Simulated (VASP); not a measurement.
# C18Se: single point with PBE

Slab: C18Se, a slab with vacuum.

```
C Se
1.0
     7.39800    0.00000    0.00000
    -3.69900    6.40686    0.00000
     0.00000    0.00000   12.00000
C Se
18 1
Cartesian
  0.0110 0.0035 0.9370
  1.2378 0.7097 0.9800
  -1.2462 2.1188 1.0150
  0.0003 2.8476 1.2015
  -2.4590 4.2719 0.9461
  -1.2291 4.9948 0.9734
  2.4754 -0.0018 0.9599
  3.7058 0.7127 0.9553
  1.2560 2.1268 1.0675
  2.4778 2.8545 0.9633
  0.0126 4.2962 1.0436
  1.2379 4.9909 0.9321
  4.9330 0.0010 0.9191
  6.1661 0.7167 0.9348
  3.7073 2.1349 0.9453
  4.9304 2.8466 0.9555
  2.4750 4.2690 0.9171
  3.7075 4.9846 0.9116
  0.1447 2.9242 3.3218
```

```
Program                : VASP 6.6.1
Task                   : single point
Functional             : PBE
Potentials or basis    : VASP PAW PBE potentials, release 64 (C, Se)
Cutoff                 : 520 eV
k mesh                 : 2 × 2 × 1
Occupations            : fermi-dirac, width 0.02 eV
Spin                   : no spin polarisation
Dipole correction      : no
Further INCAR settings : LREAL = Auto; ALGO = Normal; EDIFF = 1e-06; NBANDS = 54
```

The largest force is 0.115 eV/Å and the band gap on the k mesh is 0.16 eV, direct.

Forces on the atoms (eV/Å):
```
C   -0.009  0.007 -0.009
C   -0.001 -0.001 -0.014
C    0.012  0.013  0.003
C   -0.001  0.010 -0.007
C    0.007  0.003 -0.003
C    0.008  0.000 -0.009
C    0.002  0.009 -0.008
C    0.002  0.004  0.005
C    0.000  0.006  0.006
C    0.000  0.010  0.010
C    0.005  0.002 -0.017
C    0.000  0.009  0.004
C    0.002  0.003  0.005
C    0.006  0.005 -0.002
C   -0.008  0.007  0.003
C    0.004  0.012  0.007
C   -0.004  0.008  0.010
C    0.000  0.005 -0.002
Se  -0.026 -0.110  0.017
```

Levels at points of the mesh, in eV from the valence-band top:
```csv
k point,band 36,band 37,band 38,band 39,band 40,band 41,band 42,band 43
"(0.00, 0.00, 0.00)",-1.27,-0.92,-0.79,0.00,0.16,0.25,1.58,3.50
"(0.50, 0.00, 0.00)",-2.66,-2.44,-0.65,-0.53,0.30,1.88,2.43,2.51
"(0.00, 0.50, 0.00)",-2.66,-2.44,-0.60,-0.56,0.23,1.90,2.44,2.51
"(0.50, 0.50, 0.00)",-2.66,-2.47,-0.60,-0.54,0.22,1.96,2.40,2.52
```

Wall time 2.5 min on 1 thread of Intel(R) Xeon(R) Platinum 8559C (Emerald Rapids), with other jobs on the host, peak memory 0.57 GiB.

Caveat: the k points lie up to 0.49 Å⁻¹ apart.
